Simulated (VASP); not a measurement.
# AlFe (Pm-3m) in VASP: settings compared, part 2 of 2

VASP 6.6.1. Earlier steps stand in the parts before.

## 5. Relaxation of cell and atoms, PBEsol

This run uses another cell than the first one, of 12.63 Å³/atom.

Contents of INCAR:

```
ALGO = Normal
EDIFF = 1E-7
EDIFFG = -0.01
ENCUT = 600
GGA = PS
GGA_COMPAT = False
IBRION = 2
ISIF = 3
ISMEAR = -1
LASPH = True
LCHARG = False
LREAL = False
LWAVE = False
NELM = 120
NELMIN = 4
NSW = 60
PREC = Accurate
SIGMA = 0.1
```

Contents of KPOINTS:

```
k-points
0
Gamma
  6 6 6
```

Contents of POSCAR:

```
AlFe
1.0
    2.9338220000      0.0000000000      0.0000000000
    0.0000000000      2.9338220000      0.0000000000
    0.0000000000      0.0000000000      2.9338220000
Al Fe
1 1
Direct
    0.0000000000      0.0000000000      0.0000000000
    0.5000000000      0.5000000000      0.5000000000
```

On the command line:

```
$ cat potpaw_PBE.64/Al/POTCAR potpaw_PBE.64/Fe/POTCAR > POTCAR
$ mpirun -np 1 vasp_std > vasp.out
```

It took 20 s on 1 thread of AMD EPYC 7R43 (Zen 3), shared host; peak memory 0.11 GiB.

The run converged. Its results:

```
Free energy                           : -13.7555 eV
Relaxed volume                        : 11.48 Å³/atom
Relaxed cell                          : a = 2.843 Å, b = 2.843 Å, c = 2.843 Å, α = 90.00°, β = 90.00°, γ = 90.00°
Space group after relaxing (to 0.1 Å) : Pm-3m (No. 221)
Energy gained by relaxing             : 58.4 meV/atom
Ionic steps                           : 5
Pressure after relaxing               : -0.1 GPa
Band gap on the k mesh                : zero (an odd number of electrons rules out a gap without spin polarisation)
```

The path:
| step | energy change (eV) | largest force (eV/Å) | pressure (GPa) | volume (Å³) |
| --- | --- | --- | --- | --- |
| 1 | 0.0000 | 0.0000 | -14.98 | 25.25 |
| 2 | -0.0217 | 0.0000 | 18.42 | 21.18 |
| 3 | -0.1168 | 0.0000 | -0.20 | 22.98 |
| 4 | -0.1168 | 0.0000 | 0.15 | 22.94 |
| 5 | -0.1168 | 0.0000 | -0.12 | 22.97 |

Final structure:
```cif
data_structure
_symmetry_space_group_name_H-M 'P 1'
_symmetry_Int_Tables_number 1
_cell_length_a 2.8426
_cell_length_b 2.8426
_cell_length_c 2.8426
_cell_angle_alpha 90.000
_cell_angle_beta 90.000
_cell_angle_gamma 90.000
_cell_volume 22.97
loop_
_atom_site_label
_atom_site_type_symbol
_atom_site_fract_x
_atom_site_fract_y
_atom_site_fract_z
_atom_site_occupancy
Al1 Al 0.00000 0.00000 0.00000 1
Fe1 Fe 0.50000 0.50000 0.50000 1
```

Levels at points of the mesh, in eV from the Fermi level:
```csv
k point,band 3,band 4,band 5,band 6,band 7,band 8
"(0.00, 0.00, 0.00)",-2.33,0.18,0.18,0.18,6.69,6.69
"(0.50, 0.00, 0.00)",-1.64,-0.87,-0.87,0.31,1.33,8.87
"(0.50, 0.50, 0.00)",-2.02,-2.02,-0.62,-0.62,0.88,3.67
"(0.50, 0.50, 0.50)",-3.41,0.92,0.92,3.15,3.15,3.15
```

Caveat: the PAW data sets were made with another functional, which shifts forces and pressure a little; the run has no spin polarisation, though such a crystal can be magnetic. Spin polarisation is off, so any magnetic state and its effect on volume and gap are missing.

## 6. Relaxation of cell and atoms, RPBE

This run uses another cell than the first one, of 12.63 Å³/atom.

Contents of INCAR:

```
SYSTEM = AlFe
PREC = Accurate
ENCUT = 600
EDIFF = 1E-7
ISMEAR = -1
SIGMA = 0.1
LREAL = .False.
LASPH = .True.
NELM = 120
ALGO = Normal
ISIF = 3
LWAVE = .False.
LCHARG = .False.
GGA = RP
IBRION = 2
NSW = 60
EDIFFG = -0.01
GGA_COMPAT = .False.
NELMIN = 4
```

Contents of KPOINTS:

```
Automatic mesh
0
Gamma
  9 9 9
  0 0 0
```

POSCAR is that of step 5.

Potentials or basis: VASP PAW PBE potentials, release 64 (Al, Fe).

On the command line:

```
$ cat potpaw_PBE.64/Al/POTCAR potpaw_PBE.64/Fe/POTCAR > POTCAR
$ mpirun -np 1 vasp_std > vasp.out
```

It took 21 s on 1 thread of AMD EPYC 7R43 (Zen 3), shared host; peak memory 0.11 GiB.

It converged, with:

- Free energy: -11.8616 eV
- Relaxed volume: 12.08 Å³/atom
- Relaxed cell: a = 2.891 Å, b = 2.891 Å, c = 2.891 Å, α = 90.00°, β = 90.00°, γ = 90.00°
- Space group after relaxing (to 0.1 Å): Pm-3m (No. 221)
- Energy gained by relaxing: 12.2 meV/atom
- Ionic steps: 3
- Pressure after relaxing: 0.0 GPa
- Band gap on the k mesh: zero (an odd number of electrons rules out a gap without spin polarisation)

Step by step:
```csv
step,energy change (eV),largest force (eV/Å),pressure (GPa),volume (Å³)
1,0.0000,0.0000,-6.81,25.25
2,-0.0090,0.0000,6.21,23.34
3,-0.0243,0.0000,-0.02,24.16
```

Final structure:
```xyz
2
Lattice="2.8908 0.0000 0.0000 0.0000 2.8908 0.0000 0.0000 0.0000 2.8908" Properties=species:S:1:pos:R:3 pbc="T T T"
Al    0.0000    0.0000    0.0000
Fe    1.4454    1.4454    1.4454
```

Levels at points of the mesh, in eV from the Fermi level:
```csv
k point,band 2,band 3,band 4,band 5,band 6,band 7,band 8,band 9
"(0.00, 0.00, 0.00)",-2.14,-2.14,0.14,0.14,0.14,6.41,6.41,6.41
```

Caveat: the PAW data sets were made with another functional, which shifts forces and pressure a little; the run has no spin polarisation, though such a crystal can be magnetic. Spin polarisation is off, so any magnetic state and its effect on volume and gap are missing.

## 7. Relaxation of cell and atoms, PBEsol+U

This run uses another cell than the first one, of 12.63 Å³/atom.

Contents of INCAR:

```
SYSTEM = AlFe
  ALGO = Normal
  EDIFF = 1E-7
  EDIFFG = -0.01
  ENCUT = 600
  GGA = PS
  GGA_COMPAT = .FALSE.
  IBRION = 2
  ISIF = 3
  ISMEAR = -1
  LASPH = .TRUE.
  LCHARG = .FALSE.
  LDAU = .TRUE.
  LDAUJ = 0 0
  LDAUL = -1 2
  LDAUPRINT = 1
  LDAUTYPE = 2
  LDAUU = 0 6
  LMAXMIX = 4
  LREAL = .FALSE.
  LWAVE = .FALSE.
  NELM = 200
  NELMIN = 4
  NSW = 60
  PREC = Accurate
  SIGMA = 0.1
```

Contents of KPOINTS:

```
Automatic mesh
0
Gamma
  6 6 6
  0.5 0.5 0.5
```

POSCAR is that of step 6.

On the command line:

```
$ cat potpaw_PBE.64/Al/POTCAR potpaw_PBE.64/Fe/POTCAR > POTCAR
$ mpirun -np 1 vasp_std > vasp.out
```

It took 13 s on 1 thread of AMD EPYC 7R43 (Zen 3), shared host; peak memory 0.11 GiB.

The run converged. Its results:

* Free energy: -7.7933 eV
* Relaxed volume: 11.43 Å³/atom
* Relaxed cell: a = 2.838 Å, b = 2.838 Å, c = 2.838 Å, α = 90.00°, β = 90.00°, γ = 90.00°
* Space group after relaxing (to 0.1 Å): Pm-3m (No. 221)
* Energy gained by relaxing: 56.3 meV/atom
* Ionic steps: 3
* Pressure after relaxing: 0.0 GPa
* Band gap on the k mesh: zero (an odd number of electrons rules out a gap without spin polarisation)

The path:
```csv
step,energy change (eV),largest force (eV/Å),pressure (GPa),volume (Å³)
1,0.0000,0.0000,-13.88,25.25
2,-0.0649,0.0000,11.49,21.46
3,-0.1126,0.0000,-0.01,22.86
```

Final structure:
```
CELL_PARAMETERS angstrom
2.83790 0.00000 0.00000
0.00000 2.83790 0.00000
0.00000 0.00000 2.83790
ATOMIC_POSITIONS crystal
Al 0.00000 0.00000 0.00000
Fe 0.50000 0.50000 0.50000
```

Levels at points of the mesh, in eV from the Fermi level:
```csv
k point,band 2,band 3,band 4,band 5,band 6,band 7,band 8,band 9
"(0.08, 0.08, 0.08)",-1.29,-1.29,-1.24,-1.03,-1.03,6.30,6.30,6.82
```

Eigenvalues of the final occupation matrices:
```tsv
site	spin	trace	eigenvalues
site 2 d	1	3.37	0.39 0.39 0.87 0.87 0.87
site 2 d	2	3.37	0.39 0.39 0.87 0.87 0.87
```

Caveat: the PAW data sets were made with another functional, which shifts forces and pressure a little; the run has no spin polarisation, though such a crystal can be magnetic; U without spin polarisation on a metal has little footing; the U is typed as a test and isn't derived for this compound. Spin polarisation is off, so any magnetic state and its effect on volume and gap are missing.

## 8. The runs side by side

```tsv
task	level	U	cell	k mesh	gap on the mesh (eV)	pressure (GPa)	relaxed volume (Å³/atom)
single point	PBEsol	-	a = 2.841 Å, 2 atoms	6 × 6 × 6	none	0.1	-
single point	RPBE	-	a = 2.892 Å, 2 atoms	9 × 9 × 9	none	-0.2	-
single point	PBEsol+U	Fe d U = 6.0 eV	a = 2.856 Å, 2 atoms	6 × 6 × 6, shifted	none	-3.1	-
relaxation of cell and atoms	PBEsol	-	relaxed from a = 2.934 Å, 2 atoms	6 × 6 × 6	none	-0.1	11.48
relaxation of cell and atoms	RPBE	-	relaxed from a = 2.934 Å, 2 atoms	9 × 9 × 9	none	0.0	12.08
relaxation of cell and atoms	PBEsol+U	Fe d U = 6.0 eV	relaxed from a = 2.934 Å, 2 atoms	6 × 6 × 6, shifted	none	0.0	11.43
```

Alike in all rows: potentials or basis VASP PAW PBE potentials, release 64 (Al, Fe); no spin polarisation; cutoff (eV) 600; smearing fermi-dirac 0.1 eV.

Caveats: some runs use coarse meshes; the PAW data sets were made with another functional, which shifts forces and pressure a little; the run has no spin polarisation, though such a crystal can be magnetic; U without spin polarisation on a metal has little footing (at least some runs); the U is typed as a test and isn't derived for this compound (at least some runs).

Absolute energies hang on the potentials; compare differences alone.
